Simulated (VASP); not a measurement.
# NaH (I4/mmm) in VASP: notebook, part 3 of 3

VASP 6.6.1. Earlier steps stand in the parts before.

## (6) Electric field gradients, PBEsol (equal xx and yy strain of +2 %)

The input, INCAR:

```
SYSTEM = NaH
  PREC = Accurate
  ENCUT = 400
  EDIFF = 1E-8
  ISMEAR = -1
  SIGMA = 0.03
  LREAL = .FALSE.
  LASPH = .TRUE.
  NELM = 120
  ALGO = Normal
  ISIF = 2
  LWAVE = .FALSE.
  LCHARG = .FALSE.
  GGA = PS
  LEFG = .TRUE.
  NBANDS = 11
  GGA_COMPAT = .FALSE.
```

The input, KPOINTS:

```
regular mesh
0
G
  9 9 9
  0 0 0
```

The input, POSCAR:

```
NaH
1.0
    0.0000000000      2.4888000000      2.4400000000
    2.4888000000      0.0000000000      2.4400000000
    2.4888000000      2.4888000000      0.0000000000
Na H
1 1
Direct
    0.0000000000      0.0000000000      0.0000000000
    0.5000000000      0.5000000000      0.5000000000
```

Potentials or basis: VASP PAW PBE potentials, release 64 (Na_pv, H).

On the command line:

```sh
> cat potpaw_PBE.64/Na_pv/POTCAR potpaw_PBE.64/H/POTCAR > POTCAR
> mpirun -np 1 vasp_std > vasp.out
```

OUTCAR:

```text
SYSTEM = NaH
   PREC = Accurate
   ENCUT = 400
   EDIFF = 1E-8
   ISMEAR = -1
   LREAL = .FALSE.
   LASPH = .TRUE.
   NELM = 120
   ISIF = 2
   GGA = PS

 ion  position               nearest neighbor table
   1  0.000  0.000  0.000-
   2  0.500  0.500  0.500-

  LATTYP: Found a body centered tetragonal cell.
 ALAT       =     3.5196947140
 C/A-ratio  =     1.3864838847

  Lattice vectors:

 A1 = (   0.0000000000,  -2.4888000000,  -2.4400000000)
 A2 = (   0.0000000000,   2.4888000000,  -2.4400000000)
 A3 = (   2.4888000000,   0.0000000000,   2.4400000000)

Analysis of symmetry for initial positions (statically):
=====================================================================
 Subroutine PRICEL returns:
 Original cell was already a primitive cell.

 Routine SETGRP: Setting up the symmetry group for a
[... 524 lines left out ...]
  energy-cutoff  :      400.00
  volume of cell :       30.23
      direct lattice vectors                 reciprocal lattice vectors
     0.000000000  2.488800000  2.440000000    -0.200900032  0.200900032  0.204918033
     2.488800000  0.000000000  2.440000000     0.200900032 -0.200900032  0.204918033
     2.488800000  2.488800000  0.000000000     0.200900032  0.200900032 -0.204918033

 POSITION                                       TOTAL-FORCE (eV/Angst)
 -----------------------------------------------------------------------------------
      0.00000      0.00000      0.00000         0.000000      0.000000     -0.000000
      2.48880      2.48880      2.44000         0.000000      0.000000      0.000000
 -----------------------------------------------------------------------------------
    total drift:                                0.000000     -0.000000     -0.000000

  FREE ENERGIE OF THE ION-ELECTRON SYSTEM (eV)
  ---------------------------------------------------
  free  energy   TOTEN  =        -5.0663048510 eV

  energy  without entropy=       -5.0663048510  energy(sigma->0) =       -5.06630485

 Electric field gradients (V/A^2)
---------------------------------------------------------------------
 ion       V_xx      V_yy      V_zz      V_xy      V_xz      V_yz
---------------------------------------------------------------------
   1       0.856     0.856    -1.711     0.002     0.004     0.004
   2      -0.091    -0.091     0.183    -0.000    -0.000    -0.000
---------------------------------------------------------------------

 Electric field gradients after diagonalization (V/A^2)
 (convention: |V_zz| > |V_xx| > |V_yy|)
----------------------------------------------------------------------
 ion       V_xx      V_yy      V_zz     asymmetry (V_yy - V_xx)/ V_zz
----------------------------------------------------------------------
   1       0.858     0.853    -1.711       0.003
   2      -0.091    -0.091     0.183       0.001
----------------------------------------------------------------------

           NMR quadrupolar parameters

 Cq : quadrupolar parameter    Cq=e*Q*V_zz/h
 eta: asymmetry parameters     (V_yy - V_xx)/ V_zz
 Q  : nuclear electric quadrupole moment in mb (millibarn)
----------------------------------------------------------------------
 ion       Cq(MHz)       eta       Q (mb)
----------------------------------------------------------------------
   1      -0.004       0.003       1.000
   2       0.000       0.001       1.000
----------------------------------------------------------------------
```

stdout:

```text
POSCAR found type information on POSCAR NaH
 POSCAR found :  2 types and       2 ions
 scaLAPACK will be used
 -----------------------------------------------------------------------------
|                                                                             |
|                                                                             |
|     You enforced a specific xc type in the INCAR file but a different       |
|     I HOPE YOU KNOW WHAT YOU ARE DOING!                                     |
|                                                                             |
 -----------------------------------------------------------------------------

 LDA part: xc-table for (Slater+PW92), standard interpolation
 POSCAR, INCAR and KPOINTS ok, starting setup
 FFT: planning ... GRIDC
 FFT: planning ... GRID_SOFT
 FFT: planning ... GRID
 WAVECAR not read
 entering main loop
ion   1

ion   2
```

Wall time 14 s (1 thread of Intel Xeon 8259CL, shared host); peak memory 0.14 GiB.

What came out:

```yaml
Free_energy: -5.0663 eV
Pressure: -2.3 GPa
Band_gap_on_the_k_mesh: 3.72 eV (least direct gap 4.46 eV)
Largest_electric_field_gradient_by_atom: Na -1.7; H +0.2 V/Å²
```

Electric field gradients, principal values (V/Å²):
```csv
atom,least,middle,greatest (by size)
1 Na,0.853,0.858,-1.711
2 H,-0.091,-0.091,0.183
```

Caveat: the cell differs from its parent crystal (equal xx and yy strain of +2 %); without QUAD_EFG the Cq values of the log hold for a quadrupole moment of 1 mb, not for the nuclei; the PAW data sets were made with another functional, which shifts forces and pressure a little.

## (7) The runs side by side

```tsv
cell	gap on the mesh (eV)	pressure (GPa)
a = 3.485, b = 3.485, c = 3.451 Å, angles 60.3, 60.3, 59.3°, 2 atoms	3.76	-2.0
a = 3.468, b = 3.468, c = 3.485 Å, angles 59.8, 59.8, 60.3°, 2 atoms	3.76	-2.0
a = 3.485, b = 3.485, c = 3.520 Å, angles 59.7, 59.7, 60.7°, 2 atoms	3.72	-2.3
```

Alike in all rows: task electric field gradients; level PBEsol; potentials or basis VASP PAW PBE potentials, release 64 (Na_pv, H); no spin polarisation; k mesh 9 × 9 × 9; cutoff (eV) 400; smearing fermi-dirac 0.03 eV.

Caveats: the PAW data sets were made with another functional, which shifts forces and pressure a little.

Absolute energies hang on the potentials; compare differences alone.
